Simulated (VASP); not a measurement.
# ZnS (F-43m) in VASP: notebook

ZnS is run at these levels: PBEsol; tasks: single point, relaxation of cell and atoms.

Everything below comes from runs of VASP 6.6.1. Logs are shortened: lines on timing, memory, paths and dates and some standing lists are left out, and cuts for length are marked.

## (1) The cell of the first run

The structure is cubic, space group F-43m (No. 216). Conventional cell: a = 5.387 Å, b = 5.387 Å, c = 5.387 Å, α = 90.00°, β = 90.00°, γ = 90.00°. Zn (site symmetry -43m) has 4 S at 2.33 Å within 3.1 Å. Within 3.1 Å of S (site symmetry -43m) lie 4 Zn at 2.33 Å.

## (2) Single point, PBEsol

Contents of INCAR:

```
PREC     = Accurate       # precision mode
ENCUT    = 520            # plane-wave cutoff, eV
EDIFF    = 1E-7           # SCF threshold, eV
ISMEAR   = 0              # smearing method
SIGMA    = 0.1            # smearing width, eV
LREAL    = False          # projectors in reciprocal space
LASPH    = True           # aspherical terms in the spheres
NELM     = 60             # most SCF steps
ALGO     = Normal         # electronic algorithm
ISIF     = 2              # what is computed and relaxed
LWAVE    = False          # write WAVECAR
LCHARG   = False          # write CHGCAR
GGA      = PS             # functional
NBANDS   = 16             # bands
```

Contents of KPOINTS:

```
regular mesh
0
Gamma
  6 6 6
```

Contents of POSCAR:

```
ZnS
1.0
    0.0000000000      2.6936828773      2.6936828773
    2.6936828773      0.0000000000      2.6936828773
    2.6936828773      2.6936828773      0.0000000000
Zn S
1 1
Direct
    0.0000000000      0.0000000000      0.0000000000
    0.2500000000      0.2500000000      0.2500000000
```

Potentials or basis: VASP PAW PBE potentials, release 64 (Zn, S).

On the command line:

```bash
cat potpaw_PBE.64/Zn/POTCAR potpaw_PBE.64/S/POTCAR > POTCAR
mpirun -np 1 vasp_std > vasp.out
```

OUTCAR:

```text
PREC = Accurate
   ENCUT = 520
   EDIFF = 1E-7
   ISMEAR = 0
   LREAL = False
   LASPH = True
   NELM = 60
   ISIF = 2
   GGA = PS

 ion  position               nearest neighbor table
   1  0.000  0.000  0.000-   2 2.33   2 2.33   2 2.33   2 2.33
   2  0.250  0.250  0.250-   1 2.33   1 2.33   1 2.33   1 2.33

  LATTYP: Found a face centered cubic cell.
 ALAT       =     5.3873657546

  Lattice vectors:

 A1 = (   0.0000000000,   2.6936828773,   2.6936828773)
 A2 = (   2.6936828773,   0.0000000000,   2.6936828773)
 A3 = (   2.6936828773,   2.6936828773,   0.0000000000)

Analysis of symmetry for initial positions (statically):
=====================================================================
 Subroutine PRICEL returns:
 Original cell was already a primitive cell.

 Routine SETGRP: Setting up the symmetry group for a
 face centered cubic supercell.

 Subroutine GETGRP returns: Found 24 space group operations
 (whereof 24 operations were pure point group operations)
 out of a pool of 48 trial point group operations.

The static configuration has the point symmetry T_d .

Analysis of symmetry for dynamics (positions and initial velocities):
=====================================================================
 Subroutine PRICEL returns:
 Original cell was already a primitive cell.

 Routine SETGRP: Setting up the symmetry group for a
 face centered cubic supercell.

 Subroutine GETGRP returns: Found 24 space group operations
 (whereof 24 operations were pure point group operations)
 out of a pool of 48 trial point group operations.

The dynamic configuration has the point symmetry T_d .

 Subroutine INISYM returns: Found 24 space group operations
 (whereof 24 operations are pure point group operations),
 and found     1 'primitive' translations

----------------------------------------------------------------------------------------

                                     Primitive cell

  volume of cell :      39.0903

  direct lattice vectors                    reciprocal lattice vectors
     0.000000000  2.693682877  2.693682877    -0.185619474  0.185619474  0.185619474
     2.693682877  0.000000000  2.693682877     0.185619474 -0.185619474  0.185619474
     2.693682877  2.693682877  0.000000000     0.185619474  0.185619474 -0.185619474

  length of vectors
     3.809442858  3.809442858  3.809442858     0.321502361  0.321502361  0.321502361

  position of ions in fractional coordinates (direct lattice)
     0.000000000  0.000000000  0.000000000
     0.250000000  0.250000000  0.250000000

  ion indices of the primitive-cell ions
   primitive index   ion index
                 1           1
                 2           2

----------------------------------------------------------------------------------------

 KPOINTS: regular mesh

Automatic generation of k-mesh.
 Grid dimensions read from file:
 generate k-points for:    6    6    6

 Generating k-lattice:

  Cartesian coordinates                     Fractional coordinates (reciprocal lattice)
    -0.030936579  0.030936579  0.030936579     0.166666667  0.000000000  0.000000000
     0.030936579 -0.030936579  0.030936579     0.000000000  0.166666667  0.000000000
     0.030936579  0.030936579 -0.030936579     0.000000000  0.000000000  0.166666667

  Length of vectors
     0.053583727  0.053583727  0.053583727

  Shift w.r.t. Gamma in fractional coordinates (k-lattice)
     0.000000000  0.000000000  0.000000000

 Subroutine IBZKPT returns following result:
 ===========================================

 Found     16 irreducible k-points:

 Following reciprocal coordinates:
            Coordinates               Weight
  0.000000  0.000000  0.000000      1.000000
  0.166667  0.000000  0.000000      8.000000
  0.333333  0.000000  0.000000      8.000000
  0.500000  0.000000  0.000000      4.000000
  0.166667  0.166667  0.000000      6.000000
  0.333333  0.166667  0.000000     24.000000
[... 8 lines left out ...]
 -0.333333  0.333333  0.166667     24.000000
 -0.333333  0.500000  0.166667     12.000000
   k-points           NKPTS =     16   k-points in BZ     NKDIM =     16   number of bands    NBANDS=     16
   number of dos      NEDOS =    301   number of ions     NIONS =      2
   total plane-waves  NPLWV =  21952
   dimension x,y,z NGX =    28 NGY =   28 NGZ =   28
   dimension x,y,z NGXF=    56 NGYF=   56 NGZF=   56
   ions per type =               1   1
   NGX,Y,Z   is equivalent  to a cutoff of  12.22, 12.22, 12.22 a.u.
   NGXF,Y,Z  is equivalent  to a cutoff of  24.44, 24.44, 24.44 a.u.
 SYSTEM =  unknown system
   PREC   = accura    normal or accurate (medium, high low for compatibility)
   ISTART =      0    job   : 0-new  1-cont  2-samecut
   ICHARG =      2    charge: 1-file 2-atom 10-const
   ISPIN  =      1    spin polarized calculation?
   LNONCOLLINEAR =      F non collinear calculations
   LSORBIT =      F    spin-orbit coupling
   LASPH  =      T    aspherical Exc in radial PAW
   ENCUT  =  520.0 eV  38.22 Ry    6.18 a.u.   7.08  7.08  7.08*2*pi/ulx,y,z
   NELM   =     60;   NELMIN=  2; NELMDL= -5     # of ELM steps
   EDIFF  = 0.1E-06   stopping-criterion for ELM
   LREAL  =      F    real-space projection
   EDIFFG = 0.1E-05   stopping-criterion for IOM
   NSW    =      0    number of steps for IOM
   IBRION =     -1    ionic relax: 0-MD 1-quasi-New 2-CG
   NFREE  =      0    steps in history (QN), initial steepest desc. (CG)
   ISIF   =      2    stress and relaxation
   ISYM   =      2    0-nonsym 1-usesym 2-fastsym
   POTIM  = 0.5000    time-step for ionic-motion
   TEBEG  =    0.0;   TEEND  =   0.0 temperature during run
   PSTRESS=    0.0 pullay stress
   NELECT =      18.0000    total number of electrons
   NUPDOWN=      -1.0000    fix difference up-down
   EMIN   =  10.00;   EMAX   =-10.00  energy-range for DOS
   EFERMI =   0.00;   METHOD = LEGACY
   ISMEAR =     0;   SIGMA  =   0.10  broadening in eV -4-tet -1-fermi 0-gaus
   EFERMI_NEDOS =   21; number of points for ismear=-14 and -15
   IALGO  =     38    algorithm
   IMIX   =      4    mixing-type and parameters
     AMIX     =   0.40;   BMIX     =  1.00
     AMIX_MAG =   1.60;   BMIX_MAG =  1.00
  volume/ion in A,a.u.               =      19.55       131.90
  Fermi-wavevector in a.u.,A,eV,Ry     =   1.264181  2.388955 21.744194  1.598153
[... 47 lines left out ...]
      2      -4.3058      2.00000
      3      -4.2726      2.00000
      4      -4.2726      2.00000
      5      -3.8009      2.00000
      6      -3.8009      2.00000
[... 8 lines left out ...]
     15      13.0126      0.00000
     16      14.6139      0.00000

 k-point     3 :       0.3333    0.0000    0.0000
  band No.  band energies     occupation
      1     -10.4319      2.00000
      2      -4.2127      2.00000
      3      -4.2127      2.00000
      4      -4.1576      2.00000
      5      -3.7868      2.00000
      6      -3.7868      2.00000
[... 8 lines left out ...]
     15      13.6333      0.00000
     16      13.7663      0.00000

 k-point     4 :       0.5000    0.0000    0.0000
  band No.  band energies     occupation
      1     -10.1544      2.00000
      2      -4.1917      2.00000
      3      -4.1917      2.00000
      4      -3.7676      2.00000
      5      -3.7676      2.00000
      6      -3.5951      2.00000
[... 8 lines left out ...]
     15      15.5134      0.00000
     16      15.5134      0.00000

 k-point     5 :       0.1667    0.1667    0.0000
  band No.  band energies     occupation
      1     -10.8385      2.00000
      2      -4.3457      2.00000
      3      -4.2389      2.00000
      4      -4.2389      2.00000
      5      -3.8269      2.00000
      6      -3.7793      2.00000
[... 8 lines left out ...]
     15      14.2075      0.00000
     16      15.9642      0.00000

 k-point     6 :       0.3333    0.1667    0.0000
  band No.  band energies     occupation
      1     -10.4467      2.00000
      2      -4.3064      2.00000
      3      -4.1669      2.00000
      4      -4.1549      2.00000
      5      -3.8195      2.00000
      6      -3.7625      2.00000
[... 8 lines left out ...]
     15      14.6388      0.00000
     16      15.9547      0.00000

 k-point     7 :       0.5000    0.1667    0.0000
  band No.  band energies     occupation
      1     -10.0828      2.00000
      2      -4.2019      2.00000
      3      -4.1359      2.00000
      4      -3.9097      2.00000
      5      -3.7620      2.00000
      6      -3.6420      2.00000
[... 8 lines left out ...]
     15      15.5552      0.00000
     16      16.0146      0.00000

 k-point     8 :      -0.3333    0.1667    0.0000
  band No.  band energies     occupation
      1     -10.1761      2.00000
      2      -4.1888      2.00000
      3      -4.1598      2.00000
      4      -3.9864      2.00000
      5      -3.8020      2.00000
      6      -3.7341      2.00000
[... 8 lines left out ...]
     15      15.0265      0.00000
     16      16.1985      0.00000

 k-point     9 :      -0.1667    0.1667    0.0000
  band No.  band energies     occupation
      1     -10.6060      2.00000
      2      -4.2723      2.00000
      3      -4.2273      2.00000
      4      -4.2118      2.00000
      5      -3.8208      2.00000
      6      -3.7738      2.00000
[... 8 lines left out ...]
     15      14.0183      0.00000
     16      16.3543      0.00000

 k-point    10 :       0.3333    0.3333    0.0000
  band No.  band energies     occupation
      1     -10.2017      2.00000
      2      -4.3736      2.00000
      3      -4.0669      2.00000
      4      -4.0669      2.00000
      5      -3.8129      2.00000
      6      -3.7403      2.00000
[... 8 lines left out ...]
     15      15.1511      0.00000
     16      19.0929      0.00000

 k-point    11 :       0.5000    0.3333    0.0000
  band No.  band energies     occupation
      1      -9.9215      2.00000
      2      -4.2878      2.00000
      3      -4.0171      2.00000
      4      -3.9787      2.00000
      5      -3.7415      2.00000
      6      -3.6156      2.00000
[... 8 lines left out ...]
     15      15.7607      0.00000
     16      16.9775      0.00000

 k-point    12 :      -0.3333    0.3333    0.0000
  band No.  band energies     occupation
      1      -9.9119      2.00000
      2      -4.2047      2.00000
      3      -4.0607      2.00000
      4      -3.8611      2.00000
      5      -3.7838      2.00000
      6      -3.5169      2.00000
[... 8 lines left out ...]
     15      13.7429      0.00000
     16      18.5643      0.00000

 k-point    13 :       0.5000    0.5000    0.0000
  band No.  band energies     occupation
      1      -9.8303      2.00000
      2      -4.3572      2.00000
      3      -3.9575      2.00000
      4      -3.9575      2.00000
      5      -3.7208      2.00000
      6      -3.5802      2.00000
[... 8 lines left out ...]
     15      15.8475      0.00000
     16      16.6308      0.00000

 k-point    14 :       0.5000    0.3333    0.1667
  band No.  band energies     occupation
      1     -10.1008      2.00000
      2      -4.2245      2.00000
      3      -4.1277      2.00000
      4      -4.0106      2.00000
      5      -3.7763      2.00000
      6      -3.7239      2.00000
[... 8 lines left out ...]
     15      16.0284      0.00000
     16      16.6721      0.00000

 k-point    15 :      -0.3333    0.3333    0.1667
  band No.  band energies     occupation
      1      -9.9118      2.00000
      2      -4.1786      2.00000
      3      -4.0847      2.00000
      4      -3.8555      2.00000
      5      -3.8106      2.00000
      6      -3.4779      2.00000
[... 8 lines left out ...]
     15      15.7810      0.00000
     16      16.5381      0.00000

 k-point    16 :      -0.3333    0.5000    0.1667
  band No.  band energies     occupation
      1      -9.8255      2.00000
      2      -4.2274      2.00000
      3      -4.0082      2.00000
      4      -3.9203      2.00000
      5      -3.7758      2.00000
      6      -3.4336      2.00000
[... 8 lines left out ...]
     15      16.0380      0.00000
     16      16.8838      0.00000

------------------------ aborting loop because EDIFF is reached ----------------------------------------

  FORCE on cell =-STRESS in cart. coord.  units (eV):
  Direction    XX          YY          ZZ          XY          YZ          ZX
  --------------------------------------------------------------------------------------
  -------------------------------------------------------------------------------------
  Total       -0.2656728     -0.2656728     -0.2656728      0.0000000      0.0000000     -0.0000000
  in kB      -10.8890066    -10.8890066    -10.8890066      0.0000000      0.0000000     -0.0000000
  external PRESSURE =     -10.8890066 kB  Pullay stress =       0.0000000 kB

 VOLUME and BASIS-vectors are now :
 -----------------------------------------------------------------------------
  energy-cutoff  :      520.00
  volume of cell :       39.09
      direct lattice vectors                 reciprocal lattice vectors
     0.000000000  2.693682877  2.693682877    -0.185619474  0.185619474  0.185619474
     2.693682877  0.000000000  2.693682877     0.185619474 -0.185619474  0.185619474
     2.693682877  2.693682877  0.000000000     0.185619474  0.185619474 -0.185619474

 POSITION                                       TOTAL-FORCE (eV/Angst)
 -----------------------------------------------------------------------------------
      0.00000      0.00000      0.00000        -0.000000      0.000000      0.000000
      1.34684      1.34684      1.34684         0.000000     -0.000000      0.000000
 -----------------------------------------------------------------------------------
    total drift:                                0.000002      0.000002      0.000001

  FREE ENERGIE OF THE ION-ELECTRON SYSTEM (eV)
  ---------------------------------------------------
  free  energy   TOTEN  =        -7.5835205451 eV

  energy  without entropy=       -7.5835205451  energy(sigma->0) =       -7.58352055
```

It took 5.2 s on 1 thread of Intel Xeon 6975P-C (Granite Rapids), shared host; peak memory 0.15 GiB.

What came out:

| Item | Value |
| --- | --- |
| Free energy | -7.5835 eV |
| Pressure | -1.1 GPa |
| Band gap on the k mesh | 2.02 eV, direct |

Caveat: the PAW data sets were made with another functional, which shifts forces and pressure a little.

## (3) Single point, PBEsol

This run uses another cell than the first one, of 19.21 Å³/atom, 0.983 times its volume.

Contents of INCAR:

```
ALGO = Normal
EDIFF = 1E-7
ENCUT = 520
GGA = PS
ISIF = 2
ISMEAR = 0
LASPH = True
LCHARG = False
LREAL = False
LWAVE = False
NBANDS = 16
NELM = 80
PREC = Accurate
SIGMA = 0.02
```

Contents of KPOINTS:

```
k-points
0
Gamma
  8 8 8
```

Contents of POSCAR:

```
ZnS
1.0
    0.0000000000      2.6780747399      2.6780747399
    2.6780747399      0.0000000000      2.6780747399
    2.6780747399      2.6780747399      0.0000000000
Zn S
1 1
Direct
    0.0000000000      0.0000000000      0.0000000000
    0.2500000000      0.2500000000      0.2500000000
```

Potentials or basis: VASP PAW PBE potentials, release 64 (Zn, S).

On the command line:

```bash
cat potpaw_PBE.64/Zn/POTCAR potpaw_PBE.64/S/POTCAR > POTCAR
mpirun -np 1 vasp_std > vasp.out
```

Wall time 7.8 s (1 thread of Intel Xeon 6975P-C (Granite Rapids), shared host); peak memory 0.16 GiB.

It converged, with:

```yaml
Free_energy: -7.5886 eV
Pressure: 0.2 GPa
Band_gap_on_the_k_mesh: 2.09 eV, direct
```

Levels at points of the mesh, in eV from the valence-band top:
| k point | band 7 | band 8 | band 9 | band 10 | band 11 | band 12 |
| --- | --- | --- | --- | --- | --- | --- |
| (0.00, 0.00, 0.00) | 0.00 | 0.00 | 0.00 | 2.09 | 6.29 | 6.29 |
| (0.50, 0.00, 0.00) | -5.54 | -0.92 | -0.92 | 3.25 | 6.82 | 6.82 |
| (0.50, 0.50, 0.00) | -4.71 | -2.35 | -2.35 | 3.18 | 3.96 | 11.02 |

Caveat: the PAW data sets were made with another functional, which shifts forces and pressure a little.

## (4) Relaxation of cell and atoms, PBEsol

Contents of INCAR:

```
ALGO     = Normal         # electronic algorithm
EDIFF    = 1E-6           # SCF threshold, eV
EDIFFG   = -0.005         # ionic threshold
ENCUT    = 600            # plane-wave cutoff, eV
GGA      = PS             # functional
IBRION   = 2              # ionic algorithm
ISIF     = 3              # what is computed and relaxed
ISMEAR   = 0              # smearing method
LASPH    = T              # aspherical terms in the spheres
LCHARG   = F              # write CHGCAR
LREAL    = F              # projectors in reciprocal space
LWAVE    = F              # write WAVECAR
NELM     = 60             # most SCF steps
NSW      = 100            # ionic steps
PREC     = Accurate       # precision mode
SIGMA    = 0.02           # smearing width, eV
```

KPOINTS is that of step 3.

Contents of POSCAR:

```
ZnS
1.0
    0.0000000000      2.6936828773      2.6936828773
    2.6936828773      0.0000000000      2.6936828773
    2.6936828773      2.6936828773      0.0000000000
Zn S
1 1
Direct
    0.0000000000      0.0000000000      0.0000000000
    0.2500000000      0.2500000000      0.2500000000
```

On the command line:

```bash
cat potpaw_PBE.64/Zn/POTCAR potpaw_PBE.64/S/POTCAR > POTCAR
mpirun -np 1 vasp_std > vasp.out
```

It took 20 s on 1 thread of Intel Xeon 6975P-C (Granite Rapids), shared host; peak memory 0.17 GiB.

Results (log left out):

* Free energy: -7.5889 eV
* Relaxed volume: 19.27 Å³/atom
* Relaxed cell: a = 3.791 Å, b = 3.791 Å, c = 3.791 Å, α = 60.00°, β = 60.00°, γ = 60.00°
* Space group after relaxing (to 0.05 Å): F-43m (No. 216)
* Energy gained by relaxing: 1.0 meV/atom
* Ionic steps: 4
* Pressure after relaxing: 0.0 GPa
* Band gap on the k mesh: 2.08 eV, direct

The path:
```csv
step,energy change (eV),largest force (eV/Å),pressure (GPa),volume (Å³)
1,0.0000,0.0000,-1.07,39.09
2,-0.0019,0.0000,0.35,38.36
3,-0.0020,0.0000,0.05,38.51
4,-0.0020,0.0000,-0.04,38.54
```

Final structure:
```cif
data_structure
_symmetry_space_group_name_H-M 'P 1'
_symmetry_Int_Tables_number 1
_cell_length_a 3.7913
_cell_length_b 3.7913
_cell_length_c 3.7913
_cell_angle_alpha 60.000
_cell_angle_beta 60.000
_cell_angle_gamma 60.000
_cell_volume 38.54
loop_
_atom_site_label
_atom_site_type_symbol
_atom_site_fract_x
_atom_site_fract_y
_atom_site_fract_z
_atom_site_occupancy
Zn1 Zn 0.00000 0.00000 0.00000 1
S1 S 0.25000 0.25000 0.25000 1
```

Levels at points of the mesh, in eV from the valence-band top:
```
           k point  band 6  band 7  band 8  band 9  band 10  band 11  band 12  band 13
(0.00, 0.00, 0.00)   -5.94    0.00    0.00    0.00     2.08     6.29     6.29     6.29
(0.50, 0.00, 0.00)   -5.74   -5.52   -0.91   -0.91     3.24     6.82     6.82     8.78
(0.50, 0.50, 0.00)   -5.72   -4.70   -2.34   -2.34     3.18     3.96    11.00    12.04
```

Caveat: the PAW data sets were made with another functional, which shifts forces and pressure a little.

## (5) The runs side by side

| task | cell | k mesh | cutoff (eV) | smearing | gap on the mesh (eV) | pressure (GPa) |
| --- | --- | --- | --- | --- | --- | --- |
| single point | a = 3.809 Å, angles 60.0°, 2 atoms | 6 × 6 × 6 | 520 | gaussian 0.1 eV | 2.02 | -1.1 |
| single point | a = 3.787 Å, angles 60.0°, 2 atoms | 8 × 8 × 8 | 520 | gaussian 0.02 eV | 2.09 | 0.2 |
| relaxation of cell and atoms | relaxed from a = 3.809 Å, angles 60.0°, 2 atoms | 8 × 8 × 8 | 600 | gaussian 0.02 eV | 2.08 | 0.0 |

Alike in all rows: level PBEsol; potentials or basis VASP PAW PBE potentials, release 64 (Zn, S); no spin polarisation.

Caveats: the PAW data sets were made with another functional, which shifts forces and pressure a little.

Absolute energies hang on the potentials; compare differences alone.
